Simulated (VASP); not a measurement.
# NbP (I4_1md) in VASP: further runs

Aim: see how the results for NbP move with the level of theory and the settings. Levels: PBE, LDA, r2SCAN. Tasks: single point.

All numbers are computed with VASP 6.6.1; they aren't measurements. Logs are shortened: lines on timing, memory, paths and dates and some standing lists are left out, and cuts for length are marked.

### Step 1. The cell of the first run

The structure is tetragonal, space group I4_1md (No. 109). Conventional cell: a = 3.338 Å, b = 3.338 Å, c = 11.464 Å, α = 90.00°, β = 90.00°, γ = 90.00°. Nb (site symmetry 2mm) has 6 P at 2.54 to 2.55 Å and 8 Nb at 3.32 to 3.34 Å within 3.4 Å. Within 3.4 Å of P (site symmetry 2mm) lie 6 Nb at 2.54 to 2.55 Å and 8 P at 3.32 to 3.34 Å.

### Step 2. Single point, PBE

Contents of INCAR:

```
ALGO     = Normal         # electronic algorithm
EDIFF    = 1E-6           # SCF threshold, eV
ENCUT    = 520            # plane-wave cutoff, eV
GGA      = PE             # functional
ISIF     = 2              # what is computed and relaxed
ISMEAR   = -1             # smearing method
LASPH    = True           # aspherical terms in the spheres
LCHARG   = True           # write CHGCAR
LELF     = True           # ELF
LREAL    = False          # projectors in reciprocal space
LVHAR    = True         
LWAVE    = False          # write WAVECAR
NBANDS   = 26             # bands
NELM     = 80             # most SCF steps
PREC     = Accurate       # precision mode
SIGMA    = 0.02           # smearing width, eV
```

Contents of KPOINTS:

```
k-points
0
Gamma
  10 10 10
```

Contents of POSCAR:

```
NbP
1.0
   -1.6691837428      1.6691837428      5.7320230940
    1.6691837428     -1.6691837428      5.7320230940
    1.6691837428      1.6691837428     -5.7320230940
Nb P
2 2
Direct
    0.7498223616      0.7498223616      0.0000000000
    0.4998223616      0.9998223616      0.5000000000
    0.3328062134      0.3328062134      0.0000000000
    0.0828062134      0.5828062134      0.5000000000
```

Potentials or basis: VASP PAW PBE potentials, release 64 (Nb_sv, P).

On the command line:

```bash
> cat potpaw_PBE.64/Nb_sv/POTCAR potpaw_PBE.64/P/POTCAR > POTCAR
> mpirun -np 1 vasp_std > vasp.out
```

OUTCAR:

```text
EDIFF = 1E-6
   ENCUT = 520
   GGA = PE
   ISIF = 2
   ISMEAR = -1
   LASPH = True
   LREAL = False
   NELM = 80
   PREC = Accurate

 ion  position               nearest neighbor table
   1  0.750  0.750  0.000-   4 2.54   4 2.54   3 2.55   3 2.55   3 2.55   3 2.55
   2  0.500  1.000  0.500-   3 2.54   3 2.54   4 2.55   4 2.55   4 2.55   4 2.55
   3  0.333  0.333  0.000-   2 2.54   2 2.54   1 2.55   1 2.55   1 2.55   1 2.55
   4  0.083  0.583  0.500-   1 2.54   1 2.54   2 2.55   2 2.55   2 2.55   2 2.55

  LATTYP: Found a body centered tetragonal cell.
 ALAT       =     3.3383674856
 C/A-ratio  =     3.4340276310

  Lattice vectors:

 A1 = (  -1.6691837428,   1.6691837428,   5.7320230940)
 A2 = (   1.6691837428,  -1.6691837428,   5.7320230940)
 A3 = (   1.6691837428,   1.6691837428,  -5.7320230940)

Analysis of symmetry for initial positions (statically):
=====================================================================
 Subroutine PRICEL returns:
 Original cell was already a primitive cell.

 Routine SETGRP: Setting up the symmetry group for a
 body centered tetragonal supercell.

 Subroutine GETGRP returns: Found  8 space group operations
 (whereof  4 operations were pure point group operations)
 out of a pool of 16 trial point group operations.

The static configuration has the point symmetry C_2v.
 The point group associated with its full space group is C_4v.

Analysis of symmetry for dynamics (positions and initial velocities):
=====================================================================
 Subroutine PRICEL returns:
 Original cell was already a primitive cell.

 Routine SETGRP: Setting up the symmetry group for a
 body centered tetragonal supercell.

 Subroutine GETGRP returns: Found  8 space group operations
 (whereof  4 operations were pure point group operations)
 out of a pool of 16 trial point group operations.

The dynamic configuration has the point symmetry C_2v.
 The point group associated with its full space group is C_4v.

 Subroutine INISYM returns: Found  8 space group operations
 (whereof  4 operations are pure point group operations),
 and found     1 'primitive' translations

----------------------------------------------------------------------------------------

                                     Primitive cell

  volume of cell :      63.8817

  direct lattice vectors                    reciprocal lattice vectors
    -1.669183743  1.669183743  5.732023094     0.000000000  0.299547610  0.087229237
     1.669183743 -1.669183743  5.732023094     0.299547610  0.000000000  0.087229237
     1.669183743  1.669183743 -5.732023094     0.299547610  0.299547610  0.000000000

  length of vectors
     6.199067469  6.199067469  6.199067469     0.311989920  0.311989920  0.423624292

  position of ions in fractional coordinates (direct lattice)
     0.749822362  0.749822362  0.000000000
     0.499822362  0.999822362  0.500000000
     0.332806213  0.332806213  0.000000000
     0.082806213  0.582806213  0.500000000

  ion indices of the primitive-cell ions
   primitive index   ion index
                 1           1
                 2           2
                 3           3
                 4           4

----------------------------------------------------------------------------------------

 KPOINTS: k-points

Automatic generation of k-mesh.
 Grid dimensions read from file:
 generate k-points for:   10   10   10

 Generating k-lattice:

  Cartesian coordinates                     Fractional coordinates (reciprocal lattice)
     0.000000000  0.029954761  0.008722924     0.100000000  0.000000000  0.000000000
     0.029954761  0.000000000  0.008722924     0.000000000  0.100000000  0.000000000
     0.029954761  0.029954761  0.000000000     0.000000000  0.000000000  0.100000000

  Length of vectors
     0.031198992  0.031198992  0.042362429

  Shift w.r.t. Gamma in fractional coordinates (k-lattice)
     0.000000000  0.000000000  0.000000000

 Subroutine IBZKPT returns following result:
 ===========================================

 Found    102 irreducible k-points:

 Following reciprocal coordinates:
            Coordinates               Weight
  0.000000  0.000000  0.000000      1.000000
  0.100000 -0.000000  0.000000      8.000000
  0.200000 -0.000000  0.000000      8.000000
  0.300000 -0.000000  0.000000      8.000000
  0.400000  0.000000  0.000000      8.000000
  0.500000 -0.000000  0.000000      4.000000
[... 16 lines left out ...]
  0.300000  0.300000  0.000000      8.000000
  0.400000  0.300000 -0.000000     16.000000
 [... further k-points ...]
   k-points           NKPTS =    102   k-points in BZ     NKDIM =    102   number of bands    NBANDS=     26
   number of dos      NEDOS =    301   number of ions     NIONS =      4
   total plane-waves  NPLWV = 110592
   dimension x,y,z NGX =    48 NGY =   48 NGZ =   48
   dimension x,y,z NGXF=    96 NGYF=   96 NGZF=   96
   ions per type =               2   2
   NGX,Y,Z   is equivalent  to a cutoff of  12.87, 12.87, 12.87 a.u.
   NGXF,Y,Z  is equivalent  to a cutoff of  25.75, 25.75, 25.75 a.u.
 SYSTEM =  unknown system
   PREC   = accura    normal or accurate (medium, high low for compatibility)
   ISTART =      0    job   : 0-new  1-cont  2-samecut
   ICHARG =      2    charge: 1-file 2-atom 10-const
   ISPIN  =      1    spin polarized calculation?
   LNONCOLLINEAR =      F non collinear calculations
   LSORBIT =      F    spin-orbit coupling
   LASPH  =      T    aspherical Exc in radial PAW
   ENCUT  =  520.0 eV  38.22 Ry    6.18 a.u.  11.53 11.53 11.53*2*pi/ulx,y,z
   NELM   =     80;   NELMIN=  2; NELMDL= -5     # of ELM steps
   EDIFF  = 0.1E-05   stopping-criterion for ELM
   LREAL  =      F    real-space projection
   EDIFFG = 0.1E-04   stopping-criterion for IOM
   NSW    =      0    number of steps for IOM
   IBRION =     -1    ionic relax: 0-MD 1-quasi-New 2-CG
   NFREE  =      0    steps in history (QN), initial steepest desc. (CG)
   ISIF   =      2    stress and relaxation
   ISYM   =      2    0-nonsym 1-usesym 2-fastsym
   POTIM  = 0.5000    time-step for ionic-motion
   TEBEG  =    0.0;   TEEND  =   0.0 temperature during run
   PSTRESS=    0.0 pullay stress
   NELECT =      36.0000    total number of electrons
   NUPDOWN=      -1.0000    fix difference up-down
   EMIN   =  10.00;   EMAX   =-10.00  energy-range for DOS
   EFERMI =   0.00;   METHOD = LEGACY
   ISMEAR =    -1;   SIGMA  =   0.02  broadening in eV -4-tet -1-fermi 0-gaus
   EFERMI_NEDOS =   21; number of points for ismear=-14 and -15
   IALGO  =     38    algorithm
   IMIX   =      4    mixing-type and parameters
     AMIX     =   0.40;   BMIX     =  1.00
     AMIX_MAG =   1.60;   BMIX_MAG =  1.00
  volume/ion in A,a.u.               =      15.97       107.77
  Fermi-wavevector in a.u.,A,eV,Ry     =   1.352229  2.555342 24.878571  1.828523
  Thomas-Fermi vector in A             =   2.479585
   LORBIT       =      0    0 simple, 1 ext, 2 COOP (PROOUT), +10 PAW based schemes
   GGA     = PE    functional components
   LHFCALC =     F    Hartree Fock is set to
   AEXX    =    0.0000 exact exchange contribution
   IVDW    =     0    specifies the selected vdW correction
   LEPSILON=     F    determine dielectric tensor
   LRPA    =     F    only Hartree local field effects (RPA)
 non-spin polarized calculation
  energy-cutoff  :      520.00
  volume of cell :       63.88
 maximum number of plane-waves:      1738
 NGX is ok and might be reduce to    48
   NGX = 23   NGY = 23   NGZ = 23

 number of electron      36.0000000 magnetization

 Free energy of the ion-electron system (eV)
  ---------------------------------------------------
  ext. energy  EPLUGINS =         0.00000000
  ---------------------------------------------------
  free energy    TOTEN  =       -35.31307578 eV

  energy without entropy =      -35.31209178  energy(sigma->0) =      -35.31258378

 E-fermi :  10.6712     XC(G=0): -12.0284

 val. band max:       10.6404216770   @ k =  -0.2000   0.3000   0.2000
 cond. band min:      10.6817277707   @ k =  -0.3000   0.5000   0.3000
 fundamental gap:      0.0413060937
 Fermi energy:        10.6712302158

 k-point     1 :       0.0000    0.0000    0.0000
  band No.  band energies     occupation
      1     -44.2595      2.00000
      2     -44.2216      2.00000
      3     -20.5291      2.00000
      4     -20.3214      2.00000
      5     -20.3214      2.00000
      6     -20.1785      2.00000
[... 18 lines left out ...]
     25      14.7808      0.00000
     26      14.7808      0.00000

 k-point     2 :       0.1000   -0.0000    0.0000
  band No.  band energies     occupation
      1     -44.2571      2.00000
      2     -44.2206      2.00000
      3     -20.5198      2.00000
      4     -20.3486      2.00000
      5     -20.3192      2.00000
      6     -20.2058      2.00000
[... 18 lines left out ...]
     25      14.8199      0.00000
     26      15.2491      0.00000

 k-point     3 :       0.2000   -0.0000    0.0000
  band No.  band energies     occupation
      1     -44.2506      2.00000
      2     -44.2182      2.00000
      3     -20.5006      2.00000
      4     -20.4132      2.00000
      5     -20.3135      2.00000
      6     -20.2707      2.00000
[... 18 lines left out ...]
     25      15.2907      0.00000
     26      16.1804      0.00000

 k-point     4 :       0.3000   -0.0000    0.0000
  band No.  band energies     occupation
      1     -44.2422      2.00000
      2     -44.2155      2.00000
      3     -20.5320      2.00000
      4     -20.4390      2.00000
      5     -20.3408      2.00000
      6     -20.3063      2.00000
[... 18 lines left out ...]
     25      15.4007      0.00000
     26      16.8930      0.00000
[... 496 lines left out ...]
      1     -44.2434      2.00000
      2     -44.2131      2.00000
      3     -20.4867      2.00000
      4     -20.4184      2.00000
      5     -20.3867      2.00000
      6     -20.2692      2.00000
[... 18 lines left out ...]
     25      14.9957      0.00000
     26      16.2420      0.00000

 k-point    23 :       0.3000    0.3000    0.0000
  band No.  band energies     occupation
      1     -44.2237      2.00000
      2     -44.2109      2.00000
      3     -20.5016      2.00000
      4     -20.5013      2.00000
      5     -20.3725      2.00000
      6     -20.3330      2.00000
[... 18 lines left out ...]
     25      15.7786      0.00000
     26      16.2049      0.00000

 k-point    24 :       0.4000    0.3000   -0.0000
  band No.  band energies     occupation
      1     -44.2173      2.00000
      2     -44.2085      2.00000
      3     -20.5657      2.00000
      4     -20.4912      2.00000
      5     -20.3989      2.00000
      6     -20.3402      2.00000
[... 18 lines left out ...]
     25      15.8627      0.00000
     26      16.2901      0.00000

 [... further k-points ...]

------------------------ aborting loop because EDIFF is reached ----------------------------------------

  FORCE on cell =-STRESS in cart. coord.  units (eV):
  Direction    XX          YY          ZZ          XY          YZ          ZX
  --------------------------------------------------------------------------------------
  -------------------------------------------------------------------------------------
  Total        0.1411009      0.1411009     -0.1146676      0.0000000      0.0000000      0.0000000
  in kB        3.5388661      3.5388661     -2.8759096      0.0000000      0.0000000      0.0000000
  external PRESSURE =       1.4006075 kB  Pullay stress =       0.0000000 kB

 VOLUME and BASIS-vectors are now :
 -----------------------------------------------------------------------------
  energy-cutoff  :      520.00
  volume of cell :       63.88
      direct lattice vectors                 reciprocal lattice vectors
    -1.669183743  1.669183743  5.732023094     0.000000000  0.299547610  0.087229237
     1.669183743 -1.669183743  5.732023094     0.299547610  0.000000000  0.087229237
     1.669183743  1.669183743 -5.732023094     0.299547610  0.299547610  0.000000000

 POSITION                                       TOTAL-FORCE (eV/Angst)
 -----------------------------------------------------------------------------------
      0.00000      0.00000      8.59600         0.000000      0.000000      0.016259
      1.66918      0.00000      5.72999         0.000000      0.000000      0.016259
      0.00000      0.00000      3.81531         0.000000     -0.000000     -0.016259
      1.66918      0.00000      0.94929        -0.000000      0.000000     -0.016259
 -----------------------------------------------------------------------------------
    total drift:                               -0.000000     -0.000000      0.000200

  FREE ENERGIE OF THE ION-ELECTRON SYSTEM (eV)
  ---------------------------------------------------
  free  energy   TOTEN  =       -35.3130757826 eV

  energy  without entropy=      -35.3120917798  energy(sigma->0) =      -35.31258378
```

It took 6.3 min on 1 thread of AMD EPYC 7R13 (Zen 3), shared host; peak memory 0.38 GiB.

Results:

* Free energy: -35.3131 eV
* Pressure: 0.1 GPa
* Largest force: 0.016 eV/Å
* Band gap on the k mesh: zero (bands 18 and 19 overlap by 0.16 eV)

Forces on the atoms (eV/Å):
```
Nb   0.000  0.000  0.016
Nb   0.000  0.000  0.016
P    0.000  0.000 -0.016
P    0.000  0.000 -0.016
```

Levels at points of the mesh, in eV from the Fermi level:
| k point | band 15 | band 16 | band 17 | band 18 | band 19 | band 20 | band 21 | band 22 |
| --- | --- | --- | --- | --- | --- | --- | --- | --- |
| (0.00, 0.00, 0.00) | -2.15 | -1.74 | -1.36 | -1.36 | 0.85 | 1.62 | 2.66 | 3.17 |
| (0.50, 0.00, 0.00) | -2.32 | -1.89 | -1.53 | -0.14 | 0.08 | 1.31 | 2.45 | 2.67 |
| (0.50, 0.50, 0.00) | -2.87 | -2.87 | -0.43 | -0.43 | 3.00 | 3.00 | 3.09 | 3.09 |
| (0.50, 0.50, 0.50) | -2.69 | -2.69 | -0.51 | -0.51 | 1.21 | 1.21 | 2.32 | 2.32 |

### Step 3. Single point, LDA

Contents of INCAR:

```
SYSTEM = NbP
PREC = Accurate
ENCUT = 520
EDIFF = 1E-7
ISMEAR = -1
SIGMA = 0.02
LREAL = .FALSE.
LASPH = .TRUE.
NELM = 100
ALGO = Normal
ISIF = 2
LWAVE = .FALSE.
LCHARG = .FALSE.
NBANDS = 26
```

Contents of KPOINTS:

```
Automatic mesh
0
G
  10 10 10
  0 0 0
```

POSCAR is that of step 2.

Potentials or basis: VASP PAW LDA potentials, release 64 (Nb_sv, P).

On the command line:

```bash
> cat potpaw_LDA.64/Nb_sv/POTCAR potpaw_LDA.64/P/POTCAR > POTCAR
> mpirun -np 1 vasp_std > vasp.out
```

It took 6 min on 1 thread of AMD EPYC 7R13 (Zen 3), shared host; peak memory 0.32 GiB.

Results (log left out):

```
Free energy            : -38.9624 eV
Pressure               : -8.0 GPa
Largest force          : 0.017 eV/Å
Band gap on the k mesh : zero (bands 18 and 19 overlap by 0.17 eV)
```

Forces on the atoms (eV/Å):
```
Nb   0.000  0.000  0.017
Nb   0.000  0.000  0.017
P    0.000  0.000 -0.017
P    0.000  0.000 -0.017
```

Stress tensor (GPa, compression positive):
```
-7.95  0.00  0.00
 0.00 -7.95  0.00
 0.00  0.00 -8.03
```

Levels at points of the mesh, in eV from the Fermi level:
| k point | band 16 | band 17 | band 18 | band 19 | band 20 | band 21 |
| --- | --- | --- | --- | --- | --- | --- |
| (0.00, 0.00, 0.00) | -1.74 | -1.33 | -1.33 | 0.85 | 1.61 | 2.66 |
| (0.50, 0.00, 0.00) | -1.85 | -1.53 | -0.12 | 0.07 | 1.31 | 2.45 |
| (0.50, 0.50, 0.00) | -2.83 | -0.40 | -0.40 | 2.99 | 2.99 | 3.09 |
| (0.50, 0.50, 0.50) | -2.69 | -0.46 | -0.46 | 1.20 | 1.20 | 2.31 |

Caveat: the cell stands under tension.

(Part 1 of 2 ends here.)

The gap in the log of VASP goes by the Fermi energy; the results here count the filled bands.